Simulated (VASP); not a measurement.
# Sn (P6/mmm) in VASP: further runs, part 2 of 2

VASP 6.6.1.

**3. Single point, revPBE (volume scaled by 0.88)**

Contents of INCAR:

```
PREC = Accurate
ENCUT = 520
EDIFF = 1E-7
ISMEAR = -1
SIGMA = 0.1
LREAL = F
LASPH = T
NELM = 60
ALGO = Normal
ISIF = 2
LWAVE = F
LCHARG = F
GGA = RE
NBANDS = 28
```

Contents of KPOINTS:

```
Automatic mesh
0
Gamma
  8 8 11
```

Contents of POSCAR:

```
Sn
1.0
    5.2211340140      0.0000000000      0.0000000000
   -2.6105670070      4.5216346927      0.0000000000
    0.0000000000      0.0000000000      3.1856460255
Sn
3
Direct
    0.0000000000      0.0000000000      0.0000000000
    0.3333333333      0.6666666667      0.5000000000
    0.6666666667      0.3333333333      0.5000000000
```

Potentials or basis: VASP PAW PBE potentials, release 64 (Sn_d).

The run is started by

```bash
$ cat potpaw_PBE.64/Sn_d/POTCAR > POTCAR
$ mpirun -np 1 vasp_std > vasp.out
```

OUTCAR:

```text
PREC = Accurate
   ENCUT = 520
   EDIFF = 1E-7
   ISMEAR = -1
   LREAL = F
   LASPH = T
   NELM = 60
   ISIF = 2
   GGA = RE

 ion  position               nearest neighbor table
   1  0.000  0.000  0.000-   2 3.41   3 3.41   2 3.41   3 3.41   3 3.41   3 3.41   2 3.41   2 3.41
                             3 3.41   3 3.41   2 3.41   2 3.41
   2  0.333  0.667  0.500-   3 3.01   3 3.01   3 3.01   1 3.41   1 3.41   1 3.41   1 3.41   1 3.41
                             1 3.41
   3  0.667  0.333  0.500-   2 3.01   2 3.01   2 3.01   1 3.41   1 3.41   1 3.41   1 3.41   1 3.41
                             1 3.41
[... 943 lines left out ...]
  Direction    XX          YY          ZZ          XY          YZ          ZX
  --------------------------------------------------------------------------------------
  -------------------------------------------------------------------------------------
  Total        4.3028875      4.3028875      2.5170173      0.0000000      0.0000000     -0.0000000
  in kB       91.6669416     91.6669416     53.6214997      0.0000000      0.0000000     -0.0000000
  external PRESSURE =      78.9851276 kB  Pullay stress =       0.0000000 kB

 VOLUME and BASIS-vectors are now :
 -----------------------------------------------------------------------------
  energy-cutoff  :      520.00
  volume of cell :       75.21
      direct lattice vectors                 reciprocal lattice vectors
     5.221134014  0.000000000  0.000000000     0.191529273  0.110579477  0.000000000
    -2.610567007  4.521634693  0.000000000     0.000000000  0.221158954  0.000000000
     0.000000000  0.000000000  3.185646026     0.000000000  0.000000000  0.313908071

 POSITION                                       TOTAL-FORCE (eV/Angst)
 -----------------------------------------------------------------------------------
      0.00000      0.00000      0.00000         0.000000      0.000000     -0.000000
     -0.00000      3.01442      1.59282         0.000000      0.000000     -0.000000
      2.61057      1.50721      1.59282        -0.000000      0.000000      0.000000
 -----------------------------------------------------------------------------------
    total drift:                               -0.000000      0.000000      0.000000

  FREE ENERGIE OF THE ION-ELECTRON SYSTEM (eV)
  ---------------------------------------------------
  free  energy   TOTEN  =       -10.1697611474 eV

  energy  without entropy=      -10.1038167059  energy(sigma->0) =      -10.13678893
```

OSZICAR:

```text
N       E                     dE             d eps       ncg     rms          rms(c)
DAV:   1     0.378949110862E+03    0.37895E+03   -0.21425E+04  3384   0.244E+03
DAV:   2     0.354402427948E+02   -0.34351E+03   -0.33785E+03  3368   0.532E+02
DAV:   3    -0.839793490815E+01   -0.43838E+02   -0.43239E+02  3688   0.173E+02
DAV:   4    -0.101570901732E+02   -0.17592E+01   -0.17531E+01  3848   0.375E+01
DAV:   5    -0.102195954449E+02   -0.62505E-01   -0.62498E-01  4612   0.681E+00    0.288E+00
DAV:   6    -0.101815857065E+02    0.38010E-01   -0.58584E-02  4436   0.559E+00    0.159E+00
DAV:   7    -0.101699799847E+02    0.11606E-01   -0.58475E-02  4136   0.331E+00    0.229E-01
DAV:   8    -0.101696732941E+02    0.30669E-03   -0.84705E-03  3756   0.166E+00    0.977E-02
DAV:   9    -0.101697491518E+02   -0.75858E-04   -0.10083E-03  4724   0.480E-01    0.228E-02
DAV:  10    -0.101697623661E+02   -0.13214E-04   -0.86254E-05  4524   0.824E-02    0.110E-02
DAV:  11    -0.101697608015E+02    0.15645E-05   -0.75048E-06  4128   0.301E-02    0.176E-03
DAV:  12    -0.101697611483E+02   -0.34674E-06   -0.65832E-07  3720   0.124E-02    0.792E-04
DAV:  13    -0.101697611474E+02    0.84219E-09   -0.11575E-07  1980   0.622E-03
   1 F= -.10169761E+02 E0= -.10136789E+02  d E =-.659444E-01
```

stdout:

```text
POSCAR found type information on POSCAR Sn
 POSCAR found :  1 types and       3 ions
 scaLAPACK will be used
 -----------------------------------------------------------------------------
|                                                                             |
|                                                                             |
|     You enforced a specific xc type in the INCAR file but a different       |
|     I HOPE YOU KNOW WHAT YOU ARE DOING!                                     |
|                                                                             |
 -----------------------------------------------------------------------------

 LDA part: xc-table for (Slater+PW92), standard interpolation
 POSCAR, INCAR and KPOINTS ok, starting setup
 FFT: planning ... GRIDC
 FFT: planning ... GRID_SOFT
 FFT: planning ... GRID
 WAVECAR not read
 entering main loop
```

It took 42 s on 1 thread of Intel Xeon 6975P-C (Granite Rapids), shared host; peak memory 0.24 GiB.

What came out:

| Quantity | Value |
| --- | --- |
| Free energy | -10.1698 eV |
| Pressure | 7.9 GPa |
| Band gap on the k mesh | zero (band 21 reaches 10.97 eV, above the bottom of band 22 at 6.48 eV) |

Levels at points of the mesh, in eV from the Fermi level:
| k point | band 18 | band 19 | band 20 | band 21 | band 22 | band 23 | band 24 | band 25 |
| --- | --- | --- | --- | --- | --- | --- | --- | --- |
| (0.00, 0.00, 0.00) | -5.13 | -2.84 | -2.84 | -2.71 | -2.71 | 3.13 | 6.71 | 8.84 |
| (0.50, 0.00, 0.00) | -6.49 | -4.90 | 1.41 | 1.55 | 2.87 | 3.12 | 4.47 | 5.19 |

Caveat: the PAW data sets were made with another functional, which shifts forces and pressure a little; spin-orbit coupling is left out, which moves the levels of the heavy elements.

**4. Single point, revPBE (volume scaled by 0.92)**

Contents of INCAR:

```
PREC = Accurate ; ENCUT = 520
EDIFF = 1E-6 ; ISMEAR = -1
SIGMA = 0.1 ; LREAL = F
LASPH = T ; NELM = 80
ALGO = Normal ; ISIF = 2
LWAVE = F ; LCHARG = F
GGA = RE ; NBANDS = 28
```

KPOINTS is that of step 3.

Contents of POSCAR:

```
Sn
1.0
    5.2990728779      0.0000000000      0.0000000000
   -2.6495364390      4.5891317288      0.0000000000
    0.0000000000      0.0000000000      3.2331999920
Sn
3
Direct
    0.0000000000      0.0000000000      0.0000000000
    0.3333333333      0.6666666667      0.5000000000
    0.6666666667      0.3333333333      0.5000000000
```

The run is started by

```bash
$ cat potpaw_PBE.64/Sn_d/POTCAR > POTCAR
$ mpirun -np 1 vasp_std > vasp.out
```

Wall time 44 s (1 thread of Intel Xeon 6975P-C (Granite Rapids), shared host); peak memory 0.24 GiB.

Results (log left out):

| Quantity | Value |
| --- | --- |
| Free energy | -10.3050 eV |
| Pressure | 4.8 GPa |
| Band gap on the k mesh | zero (band 21 reaches 10.29 eV, above the bottom of band 22 at 6.06 eV) |

Stress tensor (GPa, compression positive):
```
5.90 0.00 0.00
0.00 5.90 0.00
0.00 0.00 2.61
```

Levels at points of the mesh, in eV from the Fermi level:
| k point | band 18 | band 19 | band 20 | band 21 | band 22 | band 23 | band 24 | band 25 |
| --- | --- | --- | --- | --- | --- | --- | --- | --- |
| (0.00, 0.00, 0.00) | -5.15 | -2.68 | -2.68 | -2.55 | -2.55 | 3.05 | 6.58 | 8.40 |
| (0.50, 0.00, 0.00) | -6.43 | -4.65 | 1.29 | 1.43 | 2.80 | 3.08 | 4.31 | 5.00 |

Caveat: the PAW data sets were made with another functional, which shifts forces and pressure a little; spin-orbit coupling is left out, which moves the levels of the heavy elements.

**5. Single point, revPBE (volume scaled by 0.96)**

Contents of INCAR:

```
PREC     = Accurate       # precision mode
ENCUT    = 520            # plane-wave cutoff, eV
EDIFF    = 1E-6           # SCF threshold, eV
ISMEAR   = -1             # smearing method
SIGMA    = 0.1            # smearing width, eV
LREAL    = F              # projectors in reciprocal space
LASPH    = T              # aspherical terms in the spheres
NELM     = 100            # most SCF steps
ALGO     = Normal         # electronic algorithm
ISIF     = 2              # what is computed and relaxed
LWAVE    = F              # write WAVECAR
LCHARG   = T              # write CHGCAR
GGA      = RE             # functional
LELF     = T              # ELF
LVHAR    = T            
NBANDS   = 28             # bands
```

Contents of KPOINTS:

```
regular mesh
0
Gamma
  8 8 11
```

Contents of POSCAR:

```
Sn
1.0
    5.3747841480      0.0000000000      0.0000000000
   -2.6873920740      4.6546996120      0.0000000000
    0.0000000000      0.0000000000      3.2793948044
Sn
3
Direct
    0.0000000000      0.0000000000      0.0000000000
    0.3333333333      0.6666666667      0.5000000000
    0.6666666667      0.3333333333      0.5000000000
```

The run is started by

```bash
$ cat potpaw_PBE.64/Sn_d/POTCAR > POTCAR
$ mpirun -np 1 vasp_std > vasp.out
```

Run time: 47 s. Hardware: 1 thread of Intel Xeon 6975P-C (Granite Rapids), shared host; peak memory 0.25 GiB.

Results (log left out):

```yaml
Free_energy: -10.3806 eV
Pressure: 2.3 GPa
Band_gap_on_the_k_mesh: zero (band 21 reaches 9.66 eV, above the bottom of band 22 at 5.68 eV)
```

Stress tensor (GPa, compression positive):
```
3.23 0.00 0.00
0.00 3.23 0.00
0.00 0.00 0.42
```

Levels at points of the mesh, in eV from the Fermi level:
| k point | band 19 | band 20 | band 21 | band 22 | band 23 | band 24 |
| --- | --- | --- | --- | --- | --- | --- |
| (0.00, 0.00, 0.00) | -2.54 | -2.54 | -2.40 | -2.40 | 2.97 | 6.45 |
| (0.50, 0.00, 0.00) | -4.42 | 1.18 | 1.32 | 2.73 | 3.03 | 4.16 |

Caveat: the PAW data sets were made with another functional, which shifts forces and pressure a little; spin-orbit coupling is left out, which moves the levels of the heavy elements.

**6. Summary**

| cell | k mesh | gap on the mesh (eV) | pressure (GPa) |
| --- | --- | --- | --- |
| a = 5.448, b = 5.448, c = 3.324 Å, angles 90.0, 90.0, 120.0°, 3 atoms | 7 × 7 × 10 | none | -0.1 |
| a = 5.221, b = 5.221, c = 3.186 Å, angles 90.0, 90.0, 120.0°, 3 atoms | 8 × 8 × 11 | none | 7.9 |
| a = 5.299, b = 5.299, c = 3.233 Å, angles 90.0, 90.0, 120.0°, 3 atoms | 8 × 8 × 11 | none | 4.8 |
| a = 5.375, b = 5.375, c = 3.279 Å, angles 90.0, 90.0, 120.0°, 3 atoms | 8 × 8 × 11 | none | 2.3 |

Alike in all rows: task single point; level revPBE; potentials or basis VASP PAW PBE potentials, release 64 (Sn_d); no spin polarisation; cutoff (eV) 520; smearing fermi-dirac 0.1 eV.

Caveats: the PAW data sets were made with another functional, which shifts forces and pressure a little; spin-orbit coupling is left out, which moves the levels of the heavy elements.

Absolute energies hang on the potentials; compare differences alone.
